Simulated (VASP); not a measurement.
Input of a VASP 6.6.1 run:

INCAR

```
PREC = Accurate
ENCUT = 600
EDIFF = 1E-7
ISMEAR = 0
SIGMA = 0.1
LREAL = F
LASPH = T
NELM = 80
ALGO = Normal
ISIF = 3
LWAVE = F
LCHARG = F
GGA = PS
IBRION = 2
NSW = 100
EDIFFG = -0.01
```

Contents of KPOINTS:

```
Automatic mesh
0
Gamma
  14 14 14
```

The input POSCAR:

```
MoS
1.0
    2.9698356273      0.0000000000      0.0000000000
    0.0000000000      2.9698356273      0.0000000000
    0.0000000000      0.0000000000      2.9698356273
Mo S
1 1
Direct
    0.0000000000      0.0000000000      0.0000000000
    0.5000000000      0.5000000000      0.5000000000
```

Potentials or basis: VASP PAW PBE potentials, release 64 (Mo_sv, S).

Launch:

```sh
$ cat potpaw_PBE.64/Mo_sv/POTCAR potpaw_PBE.64/S/POTCAR > POTCAR
$ mpirun -np 1 vasp_std > vasp.out
```

Problem. What does it give for the band gap on the k mesh?

Solution. Zero (bands 10 and 11 overlap by 4.19 eV).

Problem. Estimate the relaxed volume.

Solution. 13.13 Å³/atom.

Problem. Estimate the relaxed cell.

Solution. a = 2.972 Å, b = 2.972 Å, c = 2.972 Å, α = 90.00°, β = 90.00°, γ = 90.00°.

Problem. Predict the space group after relaxing (to 0.1 Å).

Solution. Pm-3m (No. 221).

Step by step:
| step | energy change (eV) | largest force (eV/Å) | pressure (GPa) | volume (Å³) |
| --- | --- | --- | --- | --- |
| 1 | 0.0000 | 0.0000 | 0.64 | 26.19 |
| 2 | 0.0003 | 0.0000 | -1.16 | 26.39 |
| 3 | -0.0001 | 0.0000 | 0.00 | 26.26 |

Caveat: the PAW data sets were made with another functional, which shifts forces and pressure a little.
